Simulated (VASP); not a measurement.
# Si3N4 (Fd-3m) in VASP: further runs

Si3N4 is run at these levels: PBEsol; tasks: relaxation of the atoms.

Everything below comes from runs of VASP 6.6.1. Logs are shortened: lines on timing, memory, paths and dates and some standing lists are left out, and cuts for length are marked.

## 1. The cell of the first run

Symmetry: Fd-3m, No. 227, cubic system. Conventional cell: a = 7.896 Å, b = 7.896 Å, c = 7.896 Å, α = 90.00°, β = 90.00°, γ = 90.00°. Si (site symmetry -3m) has 6 N at 1.92 Å within 2.5 Å. Within 2.4 Å of Si (site symmetry -43m) lie 4 N at 1.81 Å. Within 2.4 Å of N (site symmetry 3m) lie 4 Si at 1.81 to 1.92 Å.

## 2. Relaxation of the atoms, PBEsol (8.79 Å³/atom)

The input, INCAR:

```
SYSTEM = Si3N4
  ALGO = Normal
  EDIFF = 1E-6
  EDIFFG = -0.01
  ENCUT = 520
  GGA = PS
  IBRION = 2
  ISIF = 2
  ISMEAR = 0
  LASPH = .TRUE.
  LCHARG = .FALSE.
  LREAL = .FALSE.
  LWAVE = .FALSE.
  NELM = 100
  NSW = 50
  PREC = Accurate
  SIGMA = 0.02
```

The input, KPOINTS:

```
k-points
0
G
  6 6 6
  0 0 0
```

The input, POSCAR:

```
Si3N4
1.0
    0.0000000000      3.9479195361      3.9479195361
    3.9479195361      0.0000000000      3.9479195361
    3.9479195361      3.9479195361      0.0000000000
Si N
6 8
Direct
    0.1250000000      0.1250000000      0.6250000000
    0.1250000000      0.6250000000      0.1250000000
    0.6250000000      0.1250000000      0.1250000000
    0.1250000000      0.1250000000      0.1250000000
    0.7500000000      0.7500000000      0.7500000000
    0.5000000000      0.5000000000      0.5000000000
    0.3673753184      0.3673753184      0.3673753184
    0.3521259551      0.8826246816      0.8826246816
    0.8826246816      0.8826246816      0.3521259551
    0.8826246816      0.3521259551      0.8826246816
    0.3673753184      0.3673753184      0.8978740449
    0.3673753184      0.8978740449      0.3673753184
    0.8826246816      0.8826246816      0.8826246816
    0.8978740449      0.3673753184      0.3673753184
```

Potentials or basis: VASP PAW PBE potentials, release 64 (Si, N).

The run is started by

```sh
> cat potpaw_PBE.64/Si/POTCAR potpaw_PBE.64/N/POTCAR > POTCAR
> mpirun -np 1 vasp_std > vasp.out
```

OUTCAR:

```text
SYSTEM = Si3N4
   EDIFF = 1E-6
   EDIFFG = -0.01
   ENCUT = 520
   GGA = PS
   IBRION = 2
   ISIF = 2
   ISMEAR = 0
   LASPH = .TRUE.
   LREAL = .FALSE.
   NELM = 100
   NSW = 50
   PREC = Accurate

 ion  position               nearest neighbor table
   1  0.125  0.125  0.625-   8 1.92  10 1.92  12 1.92  14 1.92  13 1.92   7 1.92   4 2.79   2 2.79
                             3 2.79   4 2.79   2 2.79   3 2.79
   2  0.125  0.625  0.125-   8 1.92   9 1.92  11 1.92  14 1.92  13 1.92   7 1.92   4 2.79   1 2.79
                             1 2.79   3 2.79   4 2.79   3 2.79
   3  0.625  0.125  0.125-   9 1.92  10 1.92  11 1.92  12 1.92   7 1.92  13 1.92   4 2.79   1 2.79
                             2 2.79   1 2.79   2 2.79   4 2.79
   4  0.125  0.125  0.125-   8 1.92  10 1.92  12 1.92  14 1.92   9 1.92  11 1.92   1 2.79   2 2.79
                             3 2.79   1 2.79   2 2.79   3 2.79
   5  0.750  0.750  0.750-  13 1.81   9 1.81  10 1.81   8 1.81
   6  0.500  0.500  0.500-   7 1.81  11 1.81  12 1.81  14 1.81
   7  0.367  0.367  0.367-   6 1.81   2 1.92   3 1.92   1 1.92
   8  0.352  0.883  0.883-   5 1.81   2 1.92   1 1.92   4 1.92
   9  0.883  0.883  0.352-   5 1.81   3 1.92   2 1.92   4 1.92
  10  0.883  0.352  0.883-   5 1.81   3 1.92   1 1.92   4 1.92
  11  0.367  0.367  0.898-   6 1.81   3 1.92   2 1.92   4 1.92
  12  0.367  0.898  0.367-   6 1.81   3 1.92   1 1.92   4 1.92
  13  0.883  0.883  0.883-   5 1.81   2 1.92   3 1.92   1 1.92
  14  0.898  0.367  0.367-   6 1.81   2 1.92   1 1.92   4 1.92

  LATTYP: Found a face centered cubic cell.
 ALAT       =     7.8958390722

  Lattice vectors:

 A1 = (   0.0000000000,   3.9479195361,   3.9479195361)
 A2 = (   3.9479195361,   0.0000000000,   3.9479195361)
 A3 = (   3.9479195361,   3.9479195361,   0.0000000000)

Analysis of symmetry for initial positions (statically):
=====================================================================
 Subroutine PRICEL returns:
 Original cell was already a primitive cell.

 Routine SETGRP: Setting up the symmetry group for a
 face centered cubic supercell.

 Subroutine GETGRP returns: Found 48 space group operations
 (whereof 24 operations were pure point group operations)
 out of a pool of 48 trial point group operations.

The static configuration has the point symmetry T_d .
 The point group associated with its full space group is O_h .

Analysis of symmetry for dynamics (positions and initial velocities):
=====================================================================
 Subroutine PRICEL returns:
 Original cell was already a primitive cell.

 Routine SETGRP: Setting up the symmetry group for a
 face centered cubic supercell.

 Subroutine GETGRP returns: Found 48 space group operations
 (whereof 24 operations were pure point group operations)
 out of a pool of 48 trial point group operations.

The dynamic configuration has the point symmetry T_d .
 The point group associated with its full space group is O_h .

 Subroutine INISYM returns: Found 48 space group operations
 (whereof 24 operations are pure point group operations),
 and found     1 'primitive' translations

----------------------------------------------------------------------------------------

                                     Primitive cell

  volume of cell :     123.0651

  direct lattice vectors                    reciprocal lattice vectors
     0.000000000  3.947919536  3.947919536    -0.126648984  0.126648984  0.126648984
     3.947919536  0.000000000  3.947919536     0.126648984 -0.126648984  0.126648984
     3.947919536  3.947919536  0.000000000     0.126648984  0.126648984 -0.126648984

  length of vectors
     5.583201351  5.583201351  5.583201351     0.219362476  0.219362476  0.219362476

  position of ions in fractional coordinates (direct lattice)
     0.125000000  0.125000000  0.625000000
     0.125000000  0.625000000  0.125000000
     0.625000000  0.125000000  0.125000000
     0.125000000  0.125000000  0.125000000
     0.750000000  0.750000000  0.750000000
     0.500000000  0.500000000  0.500000000
     0.367375318  0.367375318  0.367375318
     0.352125955  0.882624682  0.882624682
     0.882624682  0.882624682  0.352125955
     0.882624682  0.352125955  0.882624682
     0.367375318  0.367375318  0.897874045
     0.367375318  0.897874045  0.367375318
     0.882624682  0.882624682  0.882624682
     0.897874045  0.367375318  0.367375318

  ion indices of the primitive-cell ions
   primitive index   ion index
                 1           1
                 2           2
                 3           3
                 4           4
                 5           5
                 6           6
                 7           7
                 8           8
                 9           9
                10          10
                11          11
                12          12
                13          13
                14          14

----------------------------------------------------------------------------------------

 KPOINTS: k-points

Automatic generation of k-mesh.
 Grid dimensions read from file:
 generate k-points for:    6    6    6

 Generating k-lattice:

  Cartesian coordinates                     Fractional coordinates (reciprocal lattice)
    -0.021108164  0.021108164  0.021108164     0.166666667  0.000000000  0.000000000
     0.021108164 -0.021108164  0.021108164     0.000000000  0.166666667  0.000000000
     0.021108164  0.021108164 -0.021108164     0.000000000  0.000000000  0.166666667

  Length of vectors
     0.036560413  0.036560413  0.036560413

  Shift w.r.t. Gamma in fractional coordinates (k-lattice)
     0.000000000  0.000000000  0.000000000

 Subroutine IBZKPT returns following result:
 ===========================================

 Found     16 irreducible k-points:

 Following reciprocal coordinates:
            Coordinates               Weight
  0.000000  0.000000  0.000000      1.000000
  0.166667  0.000000  0.000000      8.000000
  0.333333  0.000000  0.000000      8.000000
  0.500000  0.000000  0.000000      4.000000
  0.166667  0.166667  0.000000      6.000000
  0.333333  0.166667  0.000000     24.000000
[... 8 lines left out ...]
 -0.333333  0.333333  0.166667     24.000000
 -0.333333  0.500000  0.166667     12.000000
   k-points           NKPTS =     16   k-points in BZ     NKDIM =     16   number of bands    NBANDS=     40
   number of dos      NEDOS =    301   number of ions     NIONS =     14
   total plane-waves  NPLWV =  74088
   dimension x,y,z NGX =    42 NGY =   42 NGZ =   42
   dimension x,y,z NGXF=    84 NGYF=   84 NGZF=   84
   ions per type =               6   8
   NGX,Y,Z   is equivalent  to a cutoff of  12.51, 12.51, 12.51 a.u.
   NGXF,Y,Z  is equivalent  to a cutoff of  25.01, 25.01, 25.01 a.u.
 SYSTEM =  Si3N4
   PREC   = accura    normal or accurate (medium, high low for compatibility)
   ISTART =      0    job   : 0-new  1-cont  2-samecut
   ICHARG =      2    charge: 1-file 2-atom 10-const
   ISPIN  =      1    spin polarized calculation?
   LNONCOLLINEAR =      F non collinear calculations
   LSORBIT =      F    spin-orbit coupling
   LASPH  =      T    aspherical Exc in radial PAW
   ENCUT  =  520.0 eV  38.22 Ry    6.18 a.u.  10.38 10.38 10.38*2*pi/ulx,y,z
   NELM   =    100;   NELMIN=  2; NELMDL= -5     # of ELM steps
   EDIFF  = 0.1E-05   stopping-criterion for ELM
   LREAL  =      F    real-space projection
   EDIFFG = -.1E-01   stopping-criterion for IOM
   NSW    =     50    number of steps for IOM
   IBRION =      2    ionic relax: 0-MD 1-quasi-New 2-CG
   NFREE  =      1    steps in history (QN), initial steepest desc. (CG)
   ISIF   =      2    stress and relaxation
   ISYM   =      2    0-nonsym 1-usesym 2-fastsym
   POTIM  = 0.5000    time-step for ionic-motion
   TEBEG  =    0.0;   TEEND  =   0.0 temperature during run
   PSTRESS=    0.0 pullay stress
   NELECT =      64.0000    total number of electrons
   NUPDOWN=      -1.0000    fix difference up-down
   EMIN   =  10.00;   EMAX   =-10.00  energy-range for DOS
   EFERMI =   0.00;   METHOD = LEGACY
   ISMEAR =     0;   SIGMA  =   0.02  broadening in eV -4-tet -1-fermi 0-gaus
   EFERMI_NEDOS =   21; number of points for ismear=-14 and -15
   IALGO  =     38    algorithm
   IMIX   =      4    mixing-type and parameters
     AMIX     =   0.40;   BMIX     =  1.00
     AMIX_MAG =   1.60;   BMIX_MAG =  1.00
  volume/ion in A,a.u.               =       8.79        59.32
  Fermi-wavevector in a.u.,A,eV,Ry     =   1.316507  2.487838 23.581494  1.733191
  Thomas-Fermi vector in A             =   2.446614
   LORBIT       =      0    0 simple, 1 ext, 2 COOP (PROOUT), +10 PAW based schemes
   GGA     = PS    functional components
   LHFCALC =     F    Hartree Fock is set to
   AEXX    =    0.0000 exact exchange contribution
   IVDW    =     0    specifies the selected vdW correction
   LEPSILON=     F    determine dielectric tensor
   LRPA    =     F    only Hartree local field effects (RPA)
 conjugate gradient relaxation of ions
 non-spin polarized calculation
 Gauss-broadening in eV      SIGMA  =   0.02
  energy-cutoff  :      520.00
  volume of cell :      123.07
 maximum number of plane-waves:      3347
 NGX is ok and might be reduce to    42
   NGX = 21   NGY = 21   NGZ = 21

--------------------------------------- Ionic step        1  -------------------------------------------

 number of electron      64.0000002 magnetization

 Free energy of the ion-electron system (eV)
  ---------------------------------------------------
  ext. energy  EPLUGINS =         0.00000000
  ---------------------------------------------------
  free energy    TOTEN  =      -118.94573817 eV

  energy without entropy =     -118.94573817  energy(sigma->0) =     -118.94573817

------------------------ aborting loop because EDIFF is reached ----------------------------------------

  FORCE on cell =-STRESS in cart. coord.  units (eV):
  Direction    XX          YY          ZZ          XY          YZ          ZX
  --------------------------------------------------------------------------------------
  -------------------------------------------------------------------------------------
  Total      -12.0939962    -12.0939962    -12.0939962      0.0000000      0.0000000      0.0000000
  in kB     -157.4510406   -157.4510406   -157.4510406      0.0000000      0.0000000      0.0000000
  external PRESSURE =    -157.4510406 kB  Pullay stress =       0.0000000 kB
[... 81 lines left out ...]
  energy  without entropy=     -118.9458885496  energy(sigma->0) =     -118.94588855

--------------------------------------- Ionic step        3  -------------------------------------------

 number of electron      64.0000001 magnetization

 Free energy of the ion-electron system (eV)
  ---------------------------------------------------
  ext. energy  EPLUGINS =         0.00000000
  ---------------------------------------------------
  free energy    TOTEN  =      -118.94663949 eV

  energy without entropy =     -118.94663949  energy(sigma->0) =     -118.94663949

 E-fermi :   8.6242     XC(G=0): -12.2076

 val. band max:        8.4941357562   @ k =  -0.1667   0.1667   0.0000
 cond. band min:      11.5553395290   @ k =   0.0000   0.0000   0.0000
 fundamental gap:      3.0612037728
 Fermi energy:         8.6242386977

 k-point     1 :       0.0000    0.0000    0.0000
  band No.  band energies     occupation
      1      -9.8825      2.00000
      2      -6.7322      2.00000
      3      -5.8213      2.00000
      4      -5.8213      2.00000
      5      -5.8213      2.00000
      6      -4.9098      2.00000
[... 718 lines left out ...]
  FREE ENERGIE OF THE ION-ELECTRON SYSTEM (eV)
  ---------------------------------------------------
  free  energy   TOTEN  =      -118.9466394886 eV

  energy  without entropy=     -118.9466394886  energy(sigma->0) =     -118.94663949

 reached required accuracy - stopping structural energy minimisation
```

Wall time 3.4 min (1 thread of Oxide Virtual Turin-like, shared host); peak memory 0.25 GiB.

Results:

* Free energy: -118.9466 eV
* Energy gained by relaxing: 0.1 meV/atom
* Ionic steps: 3
* Pressure after relaxing: -15.6 GPa
* Band gap on the k mesh: 3.06 eV (least direct gap 3.12 eV)

The path:
| step | energy change (eV) | largest force (eV/Å) | pressure (GPa) |
| --- | --- | --- | --- |
| 1 | 0.0000 | 0.0944 | -15.75 |
| 2 | -0.0002 | 0.0864 | -15.56 |
| 3 | -0.0009 | 0.0016 | -15.65 |

Final structure:
```
Si N
1.0
     0.00000    3.94792    3.94792
     3.94792    0.00000    3.94792
     3.94792    3.94792    0.00000
Si N
6 8
Direct
  0.12500 0.12500 0.62500
  0.12500 0.62500 0.12500
  0.62500 0.12500 0.12500
  0.12500 0.12500 0.12500
  0.75000 0.75000 0.75000
  0.50000 0.50000 0.50000
  0.36720 0.36720 0.36720
  0.35160 0.88280 0.88280
  0.88280 0.88280 0.35160
  0.88280 0.35160 0.88280
  0.36720 0.36720 0.89840
  0.36720 0.89840 0.36720
  0.88280 0.88280 0.88280
  0.89840 0.36720 0.36720
```

Caveat: the PAW data sets were made with another functional, which shifts forces and pressure a little. A k mesh can miss the band edges.

## 3. Relaxation of the atoms, PBEsol (9.12 Å³/atom)

This run uses another cell than the first one, of 9.12 Å³/atom.

The input, INCAR:

```
SYSTEM = Si3N4
PREC = Accurate
ENCUT = 520
EDIFF = 1E-6
ISMEAR = 0
SIGMA = 0.02
LREAL = .False.
LASPH = .True.
NELM = 60
ALGO = Normal
ISIF = 2
LWAVE = .False.
LCHARG = .False.
GGA = PS
IBRION = 2
NSW = 50
EDIFFG = -0.01
```

The input, KPOINTS:

```
regular mesh
0
Gamma
  6 6 6
  0 0 0
```

The input, POSCAR:

```
Si3N4
1.0
    0.0000000000      3.9969670300      3.9969670300
    3.9969670300      0.0000000000      3.9969670300
    3.9969670300      3.9969670300      0.0000000000
Si N
6 8
Direct
    0.1250000000      0.1250000000      0.6250000000
    0.1250000000      0.6250000000      0.1250000000
    0.6250000000      0.1250000000      0.1250000000
    0.1250000000      0.1250000000      0.1250000000
    0.7500000000      0.7500000000      0.7500000000
    0.5000000000      0.5000000000      0.5000000000
    0.3671886779      0.3671886779      0.3671886779
    0.3515660338      0.8828113221      0.8828113221
    0.8828113221      0.8828113221      0.3515660338
    0.8828113221      0.3515660338      0.8828113221
    0.3671886779      0.3671886779      0.8984339662
    0.3671886779      0.8984339662      0.3671886779
    0.8828113221      0.8828113221      0.8828113221
    0.8984339662      0.3671886779      0.3671886779
```

Potentials or basis: VASP PAW PBE potentials, release 64 (Si, N).

The run is started by

```sh
> cat potpaw_PBE.64/Si/POTCAR potpaw_PBE.64/N/POTCAR > POTCAR
> mpirun -np 1 vasp_std > vasp.out
```

Run time: 2.3 min. Hardware: 1 thread of Oxide Virtual Turin-like, shared host; peak memory 0.25 GiB.

Results (log left out):

- Free energy: -118.3744 eV
- Energy gained by relaxing: 0.1 meV/atom
- Ionic steps: 3
- Pressure after relaxing: -23.8 GPa
- Band gap on the k mesh: 2.93 eV (least direct gap 2.99 eV)

Forces in eV/Å, atoms in the order of the input:
```
Si   0.000  0.000  0.000
Si   0.000  0.000  0.000
Si   0.000  0.000  0.000
Si   0.000  0.000  0.000
Si   0.000  0.000  0.000
Si   0.000  0.000  0.000
N   -0.001 -0.001 -0.001
N    0.001 -0.001 -0.001
N   -0.001 -0.001  0.001
N   -0.001  0.001 -0.001
N    0.001  0.001 -0.001
N    0.001 -0.001  0.001
N    0.001  0.001  0.001
N   -0.001  0.001  0.001
```

The path:
```
step  energy change (eV)  largest force (eV/Å)  pressure (GPa)
   1              0.0000                0.1269          -23.95
   2             -0.0009                0.0914          -23.71
   3             -0.0018                0.0024          -23.81
```

Final structure:
```xyz
14
Lattice="0.0000 3.9970 3.9970 3.9970 0.0000 3.9970 3.9970 3.9970 0.0000" Properties=species:S:1:pos:R:3 pbc="T T T"
Si    2.9977    2.9977    0.9992
Si    2.9977    0.9992    2.9977
Si    0.9992    2.9977    2.9977
Si    0.9992    0.9992    0.9992
Si    5.9955    5.9955    5.9955
Si    3.9970    3.9970    3.9970
N     2.9332    2.9332    2.9332
N     7.0592    4.9317    4.9317
N     4.9317    4.9317    7.0592
N     4.9317    7.0592    4.9317
N     5.0607    5.0607    2.9332
N     5.0607    2.9332    5.0607
N     7.0592    7.0592    7.0592
N     2.9332    5.0607    5.0607
```

Levels at points of the mesh, in eV from the valence-band top:
| k point | band 28 | band 29 | band 30 | band 31 | band 32 | band 33 | band 34 | band 35 | band 36 | band 37 |
| --- | --- | --- | --- | --- | --- | --- | --- | --- | --- | --- |
| (0.00, 0.00, 0.00) | -0.11 | -0.11 | -0.07 | -0.07 | -0.07 | 2.93 | 2.93 | 2.93 | 4.12 | 4.90 |
| (0.50, 0.00, 0.00) | -0.69 | -0.46 | -0.46 | -0.28 | -0.28 | 4.42 | 5.36 | 5.36 | 5.48 | 6.15 |
| (0.50, 0.50, 0.00) | -1.58 | -1.02 | -1.02 | -0.35 | -0.35 | 6.05 | 6.05 | 6.43 | 6.43 | 7.01 |

Caveat: the PAW data sets were made with another functional, which shifts forces and pressure a little.
